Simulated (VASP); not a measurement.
# MgW (P-6m2) in VASP: a series of runs

The runs below take MgW through single point, with PBE.

All numbers are computed with VASP 6.6.1; they aren't measurements. Logs are shortened: lines on timing, memory, paths and dates and some standing lists are left out, and cuts for length are marked.

## (1) The cell of the first run

Symmetry: P-6m2, No. 187, hexagonal system. The conventional cell has a = 2.857 Å, b = 2.857 Å, c = 4.918 Å, α = 90.00°, β = 90.00°, γ = 120.00°. Mg (site symmetry -6m2) has 6 Mg at 2.86 Å and 6 W at 2.96 Å within 3.8 Å. W (site symmetry -6m2) has 6 W at 2.86 Å and 6 Mg at 2.96 Å within 3.8 Å.

The cell was generated, and may not be a known phase.

## (2) Single point, PBE

The input, INCAR:

```
  PREC = Accurate
  ENCUT = 520
  EDIFF = 1E-7
  ISMEAR = 0
  SIGMA = 0.1
  LREAL = False
  LASPH = True
  NELM = 100
  ALGO = Normal
  ISIF = 2
  LWAVE = False
  LCHARG = False
  GGA = PE
  NBANDS = 15
```

The input, KPOINTS:

```
regular mesh
0
Gamma
  6 6 4
```

The input, POSCAR:

```
MgW
1.0
    2.8572929935      0.0000000000      0.0000000000
   -1.4286464967      2.4744883184      0.0000000000
    0.0000000000      0.0000000000      4.9178216144
Mg W
1 1
Direct
    0.0000000000      0.0000000000      0.0000000000
    0.3333333333      0.6666666667      0.5000000000
```

Potentials or basis: VASP PAW PBE potentials, release 64 (Mg, W_sv).

On the command line:

```console
$ cat potpaw_PBE.64/Mg/POTCAR potpaw_PBE.64/W_sv/POTCAR > POTCAR
$ mpirun -np 1 vasp_std > vasp.out
```

OUTCAR:

```text
PREC = Accurate
   ENCUT = 520
   EDIFF = 1E-7
   ISMEAR = 0
   LREAL = False
   LASPH = True
   NELM = 100
   ISIF = 2
   GGA = PE

 ion  position               nearest neighbor table
   1  0.000  0.000  0.000-   2 2.96   2 2.96   2 2.96   2 2.96   2 2.96   2 2.96
   2  0.333  0.667  0.500-   1 2.96   1 2.96   1 2.96   1 2.96   1 2.96   1 2.96

  LATTYP: Found a hexagonal cell.
 ALAT       =     2.8572929935
 C/A-ratio  =     1.7211471227

  Lattice vectors:

 A1 = (   2.8572929935,   0.0000000000,   0.0000000000)
 A2 = (  -1.4286464967,   2.4744883184,   0.0000000000)
 A3 = (   0.0000000000,   0.0000000000,   4.9178216144)

Analysis of symmetry for initial positions (statically):
=====================================================================
 Subroutine PRICEL returns:
 Original cell was already a primitive cell.

 Routine SETGRP: Setting up the symmetry group for a
 hexagonal supercell.

 Subroutine GETGRP returns: Found 12 space group operations
 (whereof 12 operations were pure point group operations)
 out of a pool of 24 trial point group operations.

The static configuration has the point symmetry D_3h.

Analysis of symmetry for dynamics (positions and initial velocities):
=====================================================================
 Subroutine PRICEL returns:
 Original cell was already a primitive cell.

 Routine SETGRP: Setting up the symmetry group for a
 hexagonal supercell.

 Subroutine GETGRP returns: Found 12 space group operations
 (whereof 12 operations were pure point group operations)
 out of a pool of 24 trial point group operations.

The dynamic configuration has the point symmetry D_3h.

 Subroutine INISYM returns: Found 12 space group operations
 (whereof 12 operations are pure point group operations),
 and found     1 'primitive' translations

----------------------------------------------------------------------------------------

                                     Primitive cell

  volume of cell :      34.7707

  direct lattice vectors                    reciprocal lattice vectors
     2.857292994  0.000000000  0.000000000     0.349981609  0.202061976  0.000000000
    -1.428646497  2.474488318  0.000000000     0.000000000  0.404123953  0.000000000
     0.000000000  0.000000000  4.917821614     0.000000000  0.000000000  0.203342065

  length of vectors
     2.857292994  2.857292993  4.917821614     0.404123953  0.404123953  0.203342065

  position of ions in fractional coordinates (direct lattice)
     0.000000000  0.000000000  0.000000000
     0.333333333  0.666666667  0.500000000

  ion indices of the primitive-cell ions
   primitive index   ion index
                 1           1
                 2           2

----------------------------------------------------------------------------------------

 KPOINTS: regular mesh

Automatic generation of k-mesh.
 Grid dimensions read from file:
 generate k-points for:    6    6    4

 Generating k-lattice:

  Cartesian coordinates                     Fractional coordinates (reciprocal lattice)
     0.058330268  0.033676996  0.000000000     0.166666667  0.000000000  0.000000000
     0.000000000  0.067353992  0.000000000     0.000000000  0.166666667  0.000000000
     0.000000000  0.000000000  0.050835516     0.000000000  0.000000000  0.250000000

  Length of vectors
     0.067353992  0.067353992  0.050835516

  Shift w.r.t. Gamma in fractional coordinates (k-lattice)
     0.000000000  0.000000000  0.000000000

 Subroutine IBZKPT returns following result:
 ===========================================

 Found     21 irreducible k-points:

 Following reciprocal coordinates:
            Coordinates               Weight
  0.000000  0.000000  0.000000      1.000000
  0.166667  0.000000  0.000000      6.000000
  0.333333  0.000000  0.000000      6.000000
  0.500000  0.000000  0.000000      3.000000
  0.166667  0.166667  0.000000      6.000000
  0.333333  0.166667  0.000000     12.000000
[... 13 lines left out ...]
  0.333333  0.166667  0.500000     12.000000
  0.333333  0.333333  0.500000      2.000000
   k-points           NKPTS =     21   k-points in BZ     NKDIM =     21   number of bands    NBANDS=     15
   number of dos      NEDOS =    301   number of ions     NIONS =      2
   total plane-waves  NPLWV =  23040
   dimension x,y,z NGX =    24 NGY =   24 NGZ =   40
   dimension x,y,z NGXF=    48 NGYF=   48 NGZF=   80
   ions per type =               1   1
   NGX,Y,Z   is equivalent  to a cutoff of  13.96, 13.96, 13.52 a.u.
   NGXF,Y,Z  is equivalent  to a cutoff of  27.93, 27.93, 27.04 a.u.
 SYSTEM =  unknown system
   PREC   = accura    normal or accurate (medium, high low for compatibility)
   ISTART =      0    job   : 0-new  1-cont  2-samecut
   ICHARG =      2    charge: 1-file 2-atom 10-const
   ISPIN  =      1    spin polarized calculation?
   LNONCOLLINEAR =      F non collinear calculations
   LSORBIT =      F    spin-orbit coupling
   LASPH  =      T    aspherical Exc in radial PAW
   ENCUT  =  520.0 eV  38.22 Ry    6.18 a.u.   5.31  5.31  9.14*2*pi/ulx,y,z
   NELM   =    100;   NELMIN=  2; NELMDL= -5     # of ELM steps
   EDIFF  = 0.1E-06   stopping-criterion for ELM
   LREAL  =      F    real-space projection
   EDIFFG = 0.1E-05   stopping-criterion for IOM
   NSW    =      0    number of steps for IOM
   IBRION =     -1    ionic relax: 0-MD 1-quasi-New 2-CG
   NFREE  =      0    steps in history (QN), initial steepest desc. (CG)
   ISIF   =      2    stress and relaxation
   ISYM   =      2    0-nonsym 1-usesym 2-fastsym
   POTIM  = 0.5000    time-step for ionic-motion
   TEBEG  =    0.0;   TEEND  =   0.0 temperature during run
   PSTRESS=    0.0 pullay stress
   NELECT =      16.0000    total number of electrons
   NUPDOWN=      -1.0000    fix difference up-down
   EMIN   =  10.00;   EMAX   =-10.00  energy-range for DOS
   EFERMI =   0.00;   METHOD = LEGACY
   ISMEAR =     0;   SIGMA  =   0.10  broadening in eV -4-tet -1-fermi 0-gaus
   EFERMI_NEDOS =   21; number of points for ismear=-14 and -15
   IALGO  =     38    algorithm
   IMIX   =      4    mixing-type and parameters
     AMIX     =   0.40;   BMIX     =  1.00
     AMIX_MAG =   1.60;   BMIX_MAG =  1.00
  volume/ion in A,a.u.               =      17.39       117.32
  Fermi-wavevector in a.u.,A,eV,Ry     =   1.263894  2.388413 21.734313  1.597427
  Thomas-Fermi vector in A             =   2.397227
   LORBIT       =      0    0 simple, 1 ext, 2 COOP (PROOUT), +10 PAW based schemes
   GGA     = PE    functional components
   LHFCALC =     F    Hartree Fock is set to
   AEXX    =    0.0000 exact exchange contribution
   IVDW    =     0    specifies the selected vdW correction
   LEPSILON=     F    determine dielectric tensor
   LRPA    =     F    only Hartree local field effects (RPA)
 non-spin polarized calculation
 Gauss-broadening in eV      SIGMA  =   0.10
  energy-cutoff  :      520.00
  volume of cell :       34.77
 maximum number of plane-waves:       948
 NGX is ok and might be reduce to    24
   NGX = 11   NGY = 11   NGZ = 19

 number of electron      16.0000000 magnetization

 Free energy of the ion-electron system (eV)
  ---------------------------------------------------
  ext. energy  EPLUGINS =         0.00000000
  ---------------------------------------------------
  free energy    TOTEN  =       -13.39283165 eV

  energy without entropy =      -13.38674248  energy(sigma->0) =      -13.38978706

 E-fermi :   6.6889     XC(G=0): -11.2812

 val. band max:        6.5688135687   @ k =   0.3333   0.0000   0.5000
 cond. band min:       6.7068966428   @ k =   0.0000   0.0000   0.0000
 fundamental gap:      0.1380830741
 Fermi energy:         6.6889331734

 k-point     1 :       0.0000    0.0000    0.0000
  band No.  band energies     occupation
      1     -67.1932      2.00000
      2     -31.5480      2.00000
      3     -30.8438      2.00000
      4     -30.8438      2.00000
      5      -1.4881      2.00000
      6       2.4374      2.00000
      7       5.5692      2.00000
      8       6.7069      0.79946
      9       6.7069      0.79946
     10       9.4307      0.00000
     11       9.4307      0.00000
     12      10.3887      0.00000
     13      20.0568      0.00000
     14      21.3129      0.00000
     15      21.3129      0.00000

 k-point     2 :       0.1667    0.0000    0.0000
  band No.  band energies     occupation
      1     -67.1765      2.00000
      2     -31.5177      2.00000
      3     -31.0612      2.00000
      4     -30.8944      2.00000
      5      -0.6354      2.00000
      6       3.2541      2.00000
      7       5.0414      2.00000
      8       5.9402      2.00000
      9       7.6399      0.00000
     10       9.1050      0.00000
     11       9.8308      0.00000
     12      10.6346      0.00000
     13      16.7963      0.00000
     14      19.8501      0.00000
     15      20.9896      0.00000

 k-point     3 :       0.3333    0.0000    0.0000
  band No.  band energies     occupation
      1     -67.1429      2.00000
      2     -31.4786      2.00000
      3     -31.4564      2.00000
      4     -30.9942      2.00000
      5       1.3682      2.00000
      6       3.8143      2.00000
      7       4.1478      2.00000
      8       6.4357      1.99966
      9       8.5214      0.00000
     10      10.0578      0.00000
     11      10.6937      0.00000
     12      10.8747      0.00000
     13      13.1267      0.00000
     14      18.1484      0.00000
     15      18.8625      0.00000
[... 289 lines left out ...]
 k-point    20 :       0.3333    0.1667    0.5000
  band No.  band energies     occupation
      1     -67.1260      2.00000
      2     -31.5753      2.00000
      3     -31.4262      2.00000
      4     -31.1557      2.00000
      5       3.2092      2.00000
      6       3.6236      2.00000
      7       5.8131      2.00000
      8       6.2628      2.00000
      9       6.8433      0.02898
     10       7.6039      0.00000
     11      11.6715      0.00000
     12      12.1932      0.00000
     13      14.8251      0.00000
     14      15.9682      0.00000
     15      17.1174      0.00000

 k-point    21 :       0.3333    0.3333    0.5000
  band No.  band energies     occupation
      1     -67.1176      2.00000
      2     -31.4334      2.00000
      3     -31.4308      2.00000
      4     -31.4106      2.00000
      5       4.5212      2.00000
      6       4.6585      2.00000
      7       5.3333      2.00000
      8       5.5574      2.00000
      9       6.7178      0.68263
     10       7.9064      0.00000
     11      11.1016      0.00000
     12      13.0697      0.00000
     13      14.0402      0.00000
     14      14.2824      0.00000
     15      14.6149      0.00000

------------------------ aborting loop because EDIFF is reached ----------------------------------------

  FORCE on cell =-STRESS in cart. coord.  units (eV):
  Direction    XX          YY          ZZ          XY          YZ          ZX
  --------------------------------------------------------------------------------------
  -------------------------------------------------------------------------------------
  Total        0.0291247      0.0291247     -0.0109539      0.0000000      0.0000000      0.0000000
  in kB        1.3420216      1.3420216     -0.5047385      0.0000000      0.0000000      0.0000000
  external PRESSURE =       0.7264349 kB  Pullay stress =       0.0000000 kB

 VOLUME and BASIS-vectors are now :
 -----------------------------------------------------------------------------
  energy-cutoff  :      520.00
  volume of cell :       34.77
      direct lattice vectors                 reciprocal lattice vectors
     2.857292994  0.000000000  0.000000000     0.349981609  0.202061976  0.000000000
    -1.428646497  2.474488318  0.000000000     0.000000000  0.404123953  0.000000000
     0.000000000  0.000000000  4.917821614     0.000000000  0.000000000  0.203342065

 POSITION                                       TOTAL-FORCE (eV/Angst)
 -----------------------------------------------------------------------------------
      0.00000      0.00000      0.00000        -0.000000     -0.000000      0.000000
     -0.00000      1.64966      2.45891         0.000000      0.000000      0.000000
 -----------------------------------------------------------------------------------
    total drift:                                0.000000     -0.000000     -0.000000

  FREE ENERGIE OF THE ION-ELECTRON SYSTEM (eV)
  ---------------------------------------------------
  free  energy   TOTEN  =       -13.3928316504 eV

  energy  without entropy=      -13.3867424788  energy(sigma->0) =      -13.38978706
```

Wall time 14 s (1 thread of Intel Xeon 8259CL, shared host); peak memory 0.16 GiB.

What came out:

- Free energy: -13.3928 eV
- Pressure: 0.1 GPa
- Band gap on the k mesh: zero (bands 8 and 9 overlap by 1.58 eV)

Caveat: the k points lie up to 0.42 Å⁻¹ apart, too coarse for converged energies and pressures of a metal; spin-orbit coupling is left out, which moves the levels of the heavy elements.

## (3) Single point, PBE

This run uses another cell than the first one, of 19.73 Å³/atom.

The input, INCAR:

```
SYSTEM = MgW
  PREC = Accurate
  ENCUT = 520
  EDIFF = 1E-6
  ISMEAR = 0
  SIGMA = 0.1
  LREAL = .False.
  LASPH = .True.
  NELM = 100
  ALGO = Normal
  ISIF = 2
  LWAVE = .False.
  LCHARG = .True.
  GGA = PE
  LELF = .True.
  LVHAR = .True.
  NBANDS = 15
```

The input, KPOINTS:

```
Automatic mesh
0
Gamma
  6 6 4
  0 0 0
```

The input, POSCAR:

```
MgW
1.0
    3.1038509200      0.0000000000      0.0000000000
   -1.5519254600      2.6880137500      0.0000000000
    0.0000000000      0.0000000000      4.7305975000
Mg W
1 1
Direct
    0.0000000000      0.0000000000      0.0000000000
    0.3333333300      0.6666666700      0.5000000000
```

Potentials or basis: VASP PAW PBE potentials, release 64 (Mg, W_sv).

On the command line:

```console
$ cat potpaw_PBE.64/Mg/POTCAR potpaw_PBE.64/W_sv/POTCAR > POTCAR
$ mpirun -np 1 vasp_std > vasp.out
```

Wall time 14 s (1 thread of Intel Xeon 8259CL, shared host); peak memory 0.16 GiB.

The run converged. Its results:

* Free energy: -12.8784 eV
* Pressure: -14.4 GPa
* Band gap on the k mesh: zero (bands 8 and 9 overlap by 1.12 eV)

Stress tensor (GPa, compression positive):
```
-22.41   0.00   0.00
  0.00 -22.41   0.00
  0.00   0.00   1.68
```

Levels at points of the mesh, in eV from the Fermi level:
```tsv
k point	band 6	band 7	band 8	band 9	band 10	band 11
(0.00, 0.00, 0.00)	-3.14	-0.04	0.07	0.07	1.88	1.88
(0.50, 0.00, 0.00)	-2.13	-1.80	-1.05	1.06	3.73	4.86
(0.00, 0.00, 0.50)	-4.92	-1.09	0.08	0.08	1.77	1.77
(0.50, 0.00, 0.50)	-3.11	-0.22	-0.08	0.74	0.90	3.73
```

Caveat: the k points lie up to 0.39 Å⁻¹ apart, too coarse for converged energies and pressures of a metal; spin-orbit coupling is left out, which moves the levels of the heavy elements.

## (4) Single point, PBE

This run uses another cell than the first one, of 17.29 Å³/atom.

The input, INCAR:

```
SYSTEM = MgW
PREC = Accurate ; ENCUT = 520
EDIFF = 1E-6 ; ISMEAR = 0
SIGMA = 0.1 ; LREAL = .FALSE.
LASPH = .TRUE. ; NELM = 100
ALGO = Normal ; ISIF = 2
LWAVE = .FALSE. ; LCHARG = .FALSE.
GGA = PE ; NBANDS = 15
```

The input, KPOINTS:

```
regular mesh
0
G
  9 9 4
  0 0 0
```

The input, POSCAR:

```
MgW
1.0
    2.8463305702      0.0000000000      0.0000000000
   -1.4231652851      2.4649945814      0.0000000000
    0.0000000000      0.0000000000      4.9273364434
Mg W
1 1
Direct
    0.0000000000      0.0000000000      0.0000000000
    0.3333333333      0.6666666667      0.5000000000
```

On the command line:

```console
$ cat potpaw_PBE.64/Mg/POTCAR potpaw_PBE.64/W_sv/POTCAR > POTCAR
$ mpirun -np 1 vasp_std > vasp.out
```

Run time: 17 s. Hardware: 1 thread of Intel Xeon 8259CL, shared host; peak memory 0.17 GiB.

It converged, with:

| Quantity | Value |
| --- | --- |
| Free energy | -13.4327 eV |
| Pressure | -0.1 GPa |
| Band gap on the k mesh | zero (bands 8 and 9 overlap by 1.72 eV) |

Stress tensor (GPa, compression positive):
```
 0.02  0.00  0.00
 0.00  0.02  0.00
 0.00  0.00 -0.27
```

Levels at points of the mesh, in eV from the Fermi level:
```
           k point  band 4  band 5  band 6  band 7  band 8  band 9  band 10  band 11  band 12  band 13
(0.00, 0.00, 0.00)  -37.36   -8.12   -4.21   -1.07    0.12    0.12     2.94     2.94     3.76    13.50
(0.00, 0.00, 0.50)  -37.36   -6.89   -5.77   -2.04    0.12    0.12     2.89     2.89     6.39    12.63
```

Caveat: spin-orbit coupling is left out, which moves the levels of the heavy elements.

## (5) The runs side by side

| cell | k mesh | gap on the mesh (eV) | pressure (GPa) |
| --- | --- | --- | --- |
| a = 2.857, b = 2.857, c = 4.918 Å, angles 90.0, 90.0, 120.0°, 2 atoms | 6 × 6 × 4 | none | 0.1 |
| a = 3.104, b = 3.104, c = 4.731 Å, angles 90.0, 90.0, 120.0°, 2 atoms | 6 × 6 × 4 | none | -14.4 |
| a = 2.846, b = 2.846, c = 4.927 Å, angles 90.0, 90.0, 120.0°, 2 atoms | 9 × 9 × 4 | none | -0.1 |

Alike in all rows: task single point; level PBE; potentials or basis VASP PAW PBE potentials, release 64 (Mg, W_sv); no spin polarisation; cutoff (eV) 520; smearing gaussian 0.1 eV.

Caveats: some runs use coarse meshes; spin-orbit coupling is left out, which moves the levels of the heavy elements.

Total energies depend on the potentials used, so only differences within one code and one set of settings carry meaning.

The gap in the log of VASP goes by the Fermi energy; the results here count the filled bands.